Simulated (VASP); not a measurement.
# TaN (P6_3/mmc) in VASP: further runs

TaN is run at these levels: PBE; tasks: single point.

Program: VASP 6.6.1. These are calculated values, not measurements. Logs are shortened: lines on timing, memory, paths and dates and some standing lists are left out, and cuts for length are marked.

**1. The cell of the first run**

The structure is hexagonal, space group P6_3/mmc (No. 194). Conventional cell: a = 3.018 Å, b = 3.018 Å, c = 4.918 Å, α = 90.00°, β = 90.00°, γ = 120.00°. Within 2.8 Å of Ta (site symmetry -3m) lie 6 N at 2.13 Å and 2 Ta at 2.46 Å. Within 2.8 Å of N (site symmetry -6m2) lie 6 Ta at 2.13 Å.

**2. Single point, PBE (equal xx and yy strain of -1 %)**

INCAR reads:

```
PREC = Accurate ; ENCUT = 520
EDIFF = 1E-7 ; ISMEAR = -1
SIGMA = 0.01 ; LREAL = False
LASPH = True ; NELM = 60
ALGO = Normal ; ISIF = 2
LWAVE = False ; LCHARG = False
GGA = PE ; NBANDS = 24
```

KPOINTS reads:

```
regular mesh
0
Gamma
  9 9 5
```

POSCAR reads:

```
TaN
1.0
    3.0175219588      0.0000000000      0.0000000000
   -1.5087609794      2.6132506728      0.0000000000
    0.0000000000      0.0000000000      4.9180000000
Ta N
2 2
Direct
    0.0000000000      0.0000000000      0.0000000000
    0.0000000000      0.0000000000      0.5000000000
    0.3333333333      0.6666666667      0.2500000000
    0.6666666667      0.3333333333      0.7500000000
```

Potentials or basis: VASP PAW PBE potentials, release 64 (Ta_pv, N).

On the command line:

```console
cat potpaw_PBE.64/Ta_pv/POTCAR potpaw_PBE.64/N/POTCAR > POTCAR
mpirun -np 1 vasp_std > vasp.out
```

OUTCAR:

```text
PREC = Accurate
   ENCUT = 520
   EDIFF = 1E-7
   ISMEAR = -1
   LREAL = False
   LASPH = True
   NELM = 60
   ISIF = 2
   GGA = PE

 ion  position               nearest neighbor table
   1  0.000  0.000  0.000-   3 2.13   4 2.13   4 2.13   3 2.13   4 2.13   3 2.13   2 2.46   2 2.46

   2  0.000  0.000  0.500-   3 2.13   4 2.13   4 2.13   3 2.13   4 2.13   3 2.13   1 2.46   1 2.46

   3  0.333  0.667  0.250-   1 2.13   2 2.13   1 2.13   2 2.13   1 2.13   2 2.13
   4  0.667  0.333  0.750-   1 2.13   2 2.13   1 2.13   2 2.13   1 2.13   2 2.13

  LATTYP: Found a hexagonal cell.
 ALAT       =     3.0175219588
 C/A-ratio  =     1.6298141545

  Lattice vectors:

 A1 = (   3.0175219588,   0.0000000000,   0.0000000000)
 A2 = (  -1.5087609794,   2.6132506728,   0.0000000000)
 A3 = (   0.0000000000,   0.0000000000,   4.9180000000)

Analysis of symmetry for initial positions (statically):
=====================================================================
 Subroutine PRICEL returns:
 Original cell was already a primitive cell.

 Routine SETGRP: Setting up the symmetry group for a
 hexagonal supercell.

 Subroutine GETGRP returns: Found 24 space group operations
 (whereof 12 operations were pure point group operations)
 out of a pool of 24 trial point group operations.

The static configuration has the point symmetry D_3d.
 The point group associated with its full space group is D_6h.

Analysis of symmetry for dynamics (positions and initial velocities):
=====================================================================
 Subroutine PRICEL returns:
 Original cell was already a primitive cell.

 Routine SETGRP: Setting up the symmetry group for a
 hexagonal supercell.

 Subroutine GETGRP returns: Found 24 space group operations
 (whereof 12 operations were pure point group operations)
 out of a pool of 24 trial point group operations.

The dynamic configuration has the point symmetry D_3d.
 The point group associated with its full space group is D_6h.

 Subroutine INISYM returns: Found 24 space group operations
 (whereof 12 operations are pure point group operations),
 and found     1 'primitive' translations

----------------------------------------------------------------------------------------

                                     Primitive cell

  volume of cell :      38.7811

  direct lattice vectors                    reciprocal lattice vectors
     3.017521959  0.000000000  0.000000000     0.331397754  0.191332583  0.000000000
    -1.508760979  2.613250673  0.000000000     0.000000000  0.382665165  0.000000000
     0.000000000  0.000000000  4.918000000     0.000000000  0.000000000  0.203334689

  length of vectors
     3.017521959  3.017521959  4.918000000     0.382665165  0.382665165  0.203334689

  position of ions in fractional coordinates (direct lattice)
     0.000000000  0.000000000  0.000000000
     0.000000000  0.000000000  0.500000000
     0.333333333  0.666666667  0.250000000
     0.666666667  0.333333333  0.750000000

  ion indices of the primitive-cell ions
   primitive index   ion index
                 1           1
                 2           2
                 3           3
                 4           4

----------------------------------------------------------------------------------------

 KPOINTS: regular mesh

Automatic generation of k-mesh.
 Grid dimensions read from file:
 generate k-points for:    9    9    5

 Generating k-lattice:

  Cartesian coordinates                     Fractional coordinates (reciprocal lattice)
     0.036821973  0.021259176  0.000000000     0.111111111  0.000000000  0.000000000
     0.000000000  0.042518352  0.000000000     0.000000000  0.111111111  0.000000000
     0.000000000  0.000000000  0.040666938     0.000000000  0.000000000  0.200000000

  Length of vectors
     0.042518352  0.042518352  0.040666938

  Shift w.r.t. Gamma in fractional coordinates (k-lattice)
     0.000000000  0.000000000  0.000000000

 Subroutine IBZKPT returns following result:
 ===========================================

 Found     36 irreducible k-points:

 Following reciprocal coordinates:
            Coordinates               Weight
  0.000000  0.000000  0.000000      1.000000
  0.111111 -0.000000  0.000000      6.000000
  0.222222  0.000000  0.000000      6.000000
  0.333333  0.000000  0.000000      6.000000
  0.444444  0.000000  0.000000      6.000000
  0.111111  0.111111  0.000000      6.000000
[... 16 lines left out ...]
  0.333333  0.222222  0.200000     24.000000
  0.333333  0.333333  0.200000      4.000000
 [... further k-points ...]
   k-points           NKPTS =     36   k-points in BZ     NKDIM =     36   number of bands    NBANDS=     24
   number of dos      NEDOS =    301   number of ions     NIONS =      4
   total plane-waves  NPLWV =  23040
   dimension x,y,z NGX =    24 NGY =   24 NGZ =   40
   dimension x,y,z NGXF=    48 NGYF=   48 NGZF=   80
   ions per type =               2   2
   NGX,Y,Z   is equivalent  to a cutoff of  13.22, 13.22, 13.52 a.u.
   NGXF,Y,Z  is equivalent  to a cutoff of  26.44, 26.44, 27.04 a.u.
 SYSTEM =  unknown system
   PREC   = accura    normal or accurate (medium, high low for compatibility)
   ISTART =      0    job   : 0-new  1-cont  2-samecut
   ICHARG =      2    charge: 1-file 2-atom 10-const
   ISPIN  =      1    spin polarized calculation?
   LNONCOLLINEAR =      F non collinear calculations
   LSORBIT =      F    spin-orbit coupling
   LASPH  =      T    aspherical Exc in radial PAW
   ENCUT  =  520.0 eV  38.22 Ry    6.18 a.u.   5.61  5.61  9.14*2*pi/ulx,y,z
   NELM   =     60;   NELMIN=  2; NELMDL= -5     # of ELM steps
   EDIFF  = 0.1E-06   stopping-criterion for ELM
   LREAL  =      F    real-space projection
   EDIFFG = 0.1E-05   stopping-criterion for IOM
   NSW    =      0    number of steps for IOM
   IBRION =     -1    ionic relax: 0-MD 1-quasi-New 2-CG
   NFREE  =      0    steps in history (QN), initial steepest desc. (CG)
   ISIF   =      2    stress and relaxation
   ISYM   =      2    0-nonsym 1-usesym 2-fastsym
   POTIM  = 0.5000    time-step for ionic-motion
   TEBEG  =    0.0;   TEEND  =   0.0 temperature during run
   PSTRESS=    0.0 pullay stress
   NELECT =      32.0000    total number of electrons
   NUPDOWN=      -1.0000    fix difference up-down
   EMIN   =  10.00;   EMAX   =-10.00  energy-range for DOS
   EFERMI =   0.00;   METHOD = LEGACY
   ISMEAR =    -1;   SIGMA  =   0.01  broadening in eV -4-tet -1-fermi 0-gaus
   EFERMI_NEDOS =   21; number of points for ismear=-14 and -15
   IALGO  =     38    algorithm
   IMIX   =      4    mixing-type and parameters
     AMIX     =   0.40;   BMIX     =  1.00
     AMIX_MAG =   1.60;   BMIX_MAG =  1.00
  volume/ion in A,a.u.               =       9.70        65.43
  Fermi-wavevector in a.u.,A,eV,Ry     =   1.535506  2.901685 32.079521  2.357778
  Thomas-Fermi vector in A             =   2.642285
   LORBIT       =      0    0 simple, 1 ext, 2 COOP (PROOUT), +10 PAW based schemes
   GGA     = PE    functional components
   LHFCALC =     F    Hartree Fock is set to
   AEXX    =    0.0000 exact exchange contribution
   IVDW    =     0    specifies the selected vdW correction
   LEPSILON=     F    determine dielectric tensor
   LRPA    =     F    only Hartree local field effects (RPA)
 non-spin polarized calculation
  energy-cutoff  :      520.00
  volume of cell :       38.78
 maximum number of plane-waves:      1087
 NGX is ok and might be reduce to    24
   NGX = 11   NGY = 11   NGZ = 19

 number of electron      32.0000000 magnetization

 Free energy of the ion-electron system (eV)
  ---------------------------------------------------
  ext. energy  EPLUGINS =         0.00000000
  ---------------------------------------------------
  free energy    TOTEN  =       -41.11363283 eV

  energy without entropy =      -41.11236159  energy(sigma->0) =      -41.11299721

 E-fermi :  10.1123     XC(G=0): -13.8664

 val. band max:       10.0924434701   @ k =   0.2222   0.2222   0.4000
 cond. band min:      10.1133601753   @ k =   0.3333   0.2222   0.2000
 fundamental gap:      0.0209167052
 Fermi energy:        10.1122749733

 k-point     1 :       0.0000    0.0000    0.0000
  band No.  band energies     occupation
      1     -27.0621      2.00000
      2     -25.1507      2.00000
      3     -25.1507      2.00000
      4     -24.7730      2.00000
      5     -24.7730      2.00000
      6     -23.9903      2.00000
[... 16 lines left out ...]
     23      15.2427      0.00000
     24      16.7914      0.00000

 k-point     2 :       0.1111   -0.0000    0.0000
  band No.  band energies     occupation
      1     -27.0323      2.00000
      2     -25.2783      2.00000
      3     -25.1770      2.00000
      4     -24.8706      2.00000
      5     -24.7939      2.00000
      6     -23.9786      2.00000
[... 16 lines left out ...]
     23      15.7936      0.00000
     24      16.7256      0.00000

 k-point     3 :       0.2222    0.0000    0.0000
  band No.  band energies     occupation
      1     -26.9560      2.00000
      2     -25.5875      2.00000
      3     -25.2428      2.00000
      4     -25.1111      2.00000
      5     -24.8464      2.00000
      6     -23.9487      2.00000
[... 16 lines left out ...]
     23      16.9502      0.00000
     24      16.9566      0.00000

 k-point     4 :       0.3333    0.0000    0.0000
  band No.  band energies     occupation
      1     -26.8677      2.00000
      2     -25.9176      2.00000
      3     -25.3738      2.00000
      4     -25.3166      2.00000
      5     -24.9055      2.00000
      6     -23.9145      2.00000
[... 16 lines left out ...]
     23      17.4640      0.00000
     24      17.7862      0.00000

 k-point     5 :       0.4444    0.0000    0.0000
  band No.  band energies     occupation
      1     -26.8096      2.00000
      2     -26.1220      2.00000
      3     -25.5396      2.00000
      4     -25.3641      2.00000
      5     -24.9436      2.00000
      6     -23.8921      2.00000
[... 451 lines left out ...]
 k-point    22 :       0.2222    0.2222    0.2000
  band No.  band energies     occupation
      1     -26.5864      2.00000
      2     -25.8814      2.00000
      3     -25.4538      2.00000
      4     -25.4341      2.00000
      5     -25.0860      2.00000
      6     -24.2259      2.00000
[... 16 lines left out ...]
     23      16.8504      0.00000
     24      17.9056      0.00000

 k-point    23 :       0.3333    0.2222    0.2000
  band No.  band energies     occupation
      1     -26.5423      2.00000
      2     -25.9486      2.00000
      3     -25.5811      2.00000
      4     -25.4955      2.00000
      5     -25.1927      2.00000
      6     -24.2050      2.00000
[... 16 lines left out ...]
     23      17.0699      0.00000
     24      18.2609      0.00000

 k-point    24 :       0.3333    0.3333    0.2000
  band No.  band energies     occupation
      1     -26.5265      2.00000
      2     -25.8013      2.00000
      3     -25.8013      2.00000
      4     -25.3748      2.00000
      5     -25.3748      2.00000
      6     -24.1978      2.00000
[... 16 lines left out ...]
     23      17.7578      0.00000
     24      17.7578      0.00000

 [... further k-points ...]
[... 5 lines left out ...]
  --------------------------------------------------------------------------------------
  -------------------------------------------------------------------------------------
  Total        9.6191974      9.6191974     32.3244862      0.0000000      0.0000000      0.0000000
  in kB      397.4013914    397.4013915   1335.4332279      0.0000000      0.0000000      0.0000000
  external PRESSURE =     710.0786703 kB  Pullay stress =       0.0000000 kB

 VOLUME and BASIS-vectors are now :
 -----------------------------------------------------------------------------
  energy-cutoff  :      520.00
  volume of cell :       38.78
      direct lattice vectors                 reciprocal lattice vectors
     3.017521959  0.000000000  0.000000000     0.331397754  0.191332583  0.000000000
    -1.508760979  2.613250673  0.000000000     0.000000000  0.382665165  0.000000000
     0.000000000  0.000000000  4.918000000     0.000000000  0.000000000  0.203334689

 POSITION                                       TOTAL-FORCE (eV/Angst)
 -----------------------------------------------------------------------------------
      0.00000      0.00000      0.00000         0.000000     -0.000000      0.000000
      0.00000      0.00000      2.45900        -0.000000     -0.000000      0.000000
     -0.00000      1.74217      1.22950        -0.000000      0.000000      0.000000
      1.50876      0.87108      3.68850         0.000000     -0.000000     -0.000000
 -----------------------------------------------------------------------------------
    total drift:                               -0.000000      0.000000      0.000000

  FREE ENERGIE OF THE ION-ELECTRON SYSTEM (eV)
  ---------------------------------------------------
  free  energy   TOTEN  =       -41.1136328263 eV

  energy  without entropy=      -41.1123615948  energy(sigma->0) =      -41.11299721
```

Wall time 63 s (1 thread of AMD EPYC 7R13, shared host); peak memory 0.15 GiB.

What came out:

* Free energy: -41.1136 eV
* Pressure: 71.0 GPa
* Band gap on the k mesh: zero (band 16 reaches 10.70 eV, above the bottom of band 17 at 8.33 eV)

Caveat: the cell differs from its parent crystal (equal xx and yy strain of -1 %); spin-orbit coupling is left out, which moves the levels of the heavy elements.

(Part 1 of 2 ends here.)
